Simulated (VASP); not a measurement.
# MgO (R-3m) in VASP: a series of runs, part 2 of 2

VASP 6.6.1. The steps go on from the part before.

### 5 Single point, PBE (epitaxial 111 strain -1.0%)

Input file INCAR:

```
SYSTEM = MgO
ALGO     = Normal         ! electronic algorithm
EDIFF    = 1E-7           ! SCF threshold, eV
ENCUT    = 520            ! plane-wave cutoff, eV
GGA      = PE             ! functional
ISIF     = 2              ! what is computed and relaxed
ISMEAR   = 0              ! smearing method
LASPH    = .TRUE.         ! aspherical terms in the spheres
LCHARG   = .FALSE.        ! write CHGCAR
LREAL    = .FALSE.        ! projectors in reciprocal space
LWAVE    = .FALSE.        ! write WAVECAR
NBANDS   = 11             ! bands
NELM     = 80             ! most SCF steps
PREC     = Accurate       ! precision mode
SIGMA    = 0.01           ! smearing width, eV
```

Input file KPOINTS:

```
k-points
0
G
  6 6 6
  0 0 0
```

Input file POSCAR:

```
MgO
1.0
    0.0187185858      2.0998643271      2.0998643271
    2.0998643271      0.0187185858      2.0998643271
    2.0998643271      2.0998643271      0.0187185858
Mg O
1 1
Direct
    0.0000000000      0.0000000000      0.0000000000
    0.5000000000      0.5000000000      0.5000000000
```

Potentials or basis: VASP PAW PBE potentials, release 64 (Mg, O).

Launch:

```
$ cat potpaw_PBE.64/Mg/POTCAR potpaw_PBE.64/O/POTCAR > POTCAR
$ mpirun -np 1 vasp_std > vasp.out
```

OUTCAR:

```text
SYSTEM = MgO
   EDIFF = 1E-7
   ENCUT = 520
   GGA = PE
   ISIF = 2
   ISMEAR = 0
   LASPH = .TRUE.
   LREAL = .FALSE.
   NELM = 80
   PREC = Accurate

 ion  position               nearest neighbor table
   1  0.000  0.000  0.000-   2 2.09   2 2.09   2 2.09   2 2.09   2 2.09   2 2.09
   2  0.500  0.500  0.500-   1 2.09   1 2.09   1 2.09   1 2.09   1 2.09   1 2.09

  LATTYP: Found a trigonal (rhomboedric) cell.
 ALAT       =     2.9697156042
 COS(alpha) =     0.5088939691

  Lattice vectors:

 A1 = (   0.0187185858,   2.0998643271,   2.0998643271)
 A2 = (   2.0998643271,   0.0187185858,   2.0998643271)
 A3 = (   2.0998643271,   2.0998643271,   0.0187185858)

Analysis of symmetry for initial positions (statically):
=====================================================================
 Subroutine PRICEL returns:
 Original cell was already a primitive cell.

 Routine SETGRP: Setting up the symmetry group for a
 trigonal (rhombohedral) supercell.

 Subroutine GETGRP returns: Found 12 space group operations
 (whereof 12 operations were pure point group operations)
 out of a pool of 12 trial point group operations.

[... 174 lines left out ...]
      3       3.3924      2.00000
      4       3.3924      2.00000
      5       8.3000      0.00000
      6      19.0243      0.00000
      7      19.4149      0.00000
      8      19.4149      0.00000
      9      23.2536      0.00000
     10      25.0612      0.00000
     11      25.0612      0.00000
[... 309 lines left out ...]
 k-point    24 :      -0.3333    0.5000    0.1667
  band No.  band energies     occupation
      1     -12.3717      2.00000
      2      -0.2834      2.00000
      3       1.0594      2.00000
      4       1.6532      2.00000
      5      13.9882      0.00000
      6      15.0445      0.00000
      7      16.0348      0.00000
      8      20.1644      0.00000
      9      23.8652      0.00000
     10      28.3181      0.00000
     11      29.9263      0.00000

 [... further k-points ...]

------------------------ aborting loop because EDIFF is reached ----------------------------------------

  FORCE on cell =-STRESS in cart. coord.  units (eV):
  Direction    XX          YY          ZZ          XY          YZ          ZX
  --------------------------------------------------------------------------------------
  -------------------------------------------------------------------------------------
  Total        0.8993159      0.8993159      0.8993159     -0.1569080     -0.1569080     -0.1569080
  in kB       78.8615423     78.8615423     78.8615423    -13.7593542    -13.7593542    -13.7593542
  external PRESSURE =      78.8615423 kB  Pullay stress =       0.0000000 kB

 VOLUME and BASIS-vectors are now :
 -----------------------------------------------------------------------------
  energy-cutoff  :      520.00
  volume of cell :       18.27
      direct lattice vectors                 reciprocal lattice vectors
     0.018718586  2.099864327  2.099864327    -0.241318351  0.239186200  0.239186200
     2.099864327  0.018718586  2.099864327     0.239186200 -0.241318351  0.239186200
     2.099864327  2.099864327  0.018718586     0.239186200  0.239186200 -0.241318351

 POSITION                                       TOTAL-FORCE (eV/Angst)
 -----------------------------------------------------------------------------------
      0.00000      0.00000      0.00000         0.000000     -0.000000     -0.000000
      2.10922      2.10922      2.10922        -0.000000      0.000000      0.000000
 -----------------------------------------------------------------------------------
    total drift:                               -0.000000     -0.000000      0.000000

  FREE ENERGIE OF THE ION-ELECTRON SYSTEM (eV)
  ---------------------------------------------------
  free  energy   TOTEN  =       -11.8874119030 eV

  energy  without entropy=      -11.8874119030  energy(sigma->0) =      -11.88741190
```

It used 4.9 s of CPU time on 1 thread of Intel Xeon 6975P-C, on a shared host.

What came out:

```yaml
Free_energy: -11.8874 eV
Pressure: 7.9 GPa
Band_gap_on_the_k_mesh: 4.91 eV, direct
```

Stress tensor (GPa, compression positive):
```
 7.89 -1.38 -1.38
-1.38  7.89 -1.38
-1.38 -1.38  7.89
```

Caveat: the k points lie up to 0.44 Å⁻¹ apart; the cell differs from its parent crystal (epitaxial 111 strain -1.0%).

### 6 Single point, PBE (epitaxial 111 strain +1.0%)

Input file INCAR:

```
SYSTEM = MgO
ALGO = Normal
EDIFF = 1E-7
ENCUT = 520
GGA = PE
ISIF = 2
ISMEAR = 0
LASPH = .True.
LCHARG = .False.
LREAL = .False.
LWAVE = .False.
NBANDS = 11
NELM = 80
PREC = Accurate
SIGMA = 0.01
```

Input file KPOINTS:

```
k-points
0
Gamma
  6 6 6
  0 0 0
```

Input file POSCAR:

```
MgO
1.0
   -0.0186088284      2.1045802612      2.1045802612
    2.1045802612     -0.0186088284      2.1045802612
    2.1045802612      2.1045802612     -0.0186088284
Mg O
1 1
Direct
    0.0000000000      0.0000000000      0.0000000000
    0.5000000000      0.5000000000      0.5000000000
```

Potentials or basis: VASP PAW PBE potentials, release 64 (Mg, O).

Launch:

```
$ cat potpaw_PBE.64/Mg/POTCAR potpaw_PBE.64/O/POTCAR > POTCAR
$ mpirun -np 1 vasp_std > vasp.out
```

It used 5.2 s of CPU time on 1 thread of Intel Xeon 6975P-C (shared host).

It converged, with:

```yaml
Free_energy: -11.9074 eV
Pressure: 2.1 GPa
Band_gap_on_the_k_mesh: 4.55 eV, direct
```

Stress tensor (GPa, compression positive):
```
2.13 1.26 1.26
1.26 2.13 1.26
1.26 1.26 2.13
```

Levels at points of the mesh, in eV from the valence-band top:
```
           k point  band 1  band 2  band 3  band 4  band 5  band 6  band 7  band 8  band 9
(0.00, 0.00, 0.00)  -17.27   -0.10   -0.10    0.00    4.55   15.54   15.54   15.93   19.55
(0.50, 0.00, 0.00)  -16.03   -4.65   -0.72   -0.65    7.79   12.37   16.11   16.28   20.70
(0.50, 0.50, 0.00)  -15.76   -4.10   -1.45   -1.34    9.03    9.80   12.91   18.65   18.83
(0.50, 0.50, 0.50)  -15.98   -4.58   -0.76   -0.76    7.67   12.56   15.94   15.94   20.54
```

Caveat: the k points lie up to 0.43 Å⁻¹ apart; the cell differs from its parent crystal (epitaxial 111 strain +1.0%).

### 7 The runs side by side

| cell | gap on the mesh (eV) | pressure (GPa) |
| --- | --- | --- |
| a = 2.961 Å, angles 57.6°, 2 atoms | 5.26 | 18.4 |
| a = 2.964 Å, angles 58.2°, 2 atoms | 5.15 | 14.6 |
| a = 2.967 Å, angles 58.8°, 2 atoms | 5.03 | 11.1 |
| a = 2.970 Å, angles 59.4°, 2 atoms | 4.91 | 7.9 |
| a = 2.976 Å, angles 60.6°, 2 atoms | 4.55 | 2.1 |

Alike in all rows: task single point; level PBE; potentials or basis VASP PAW PBE potentials, release 64 (Mg, O); no spin polarisation; k mesh 6 × 6 × 6; cutoff (eV) 520; smearing gaussian 0.01 eV.

Caveats: all runs use coarse meshes.

Total energies depend on the potentials used, so only differences within one code and one set of settings carry meaning.
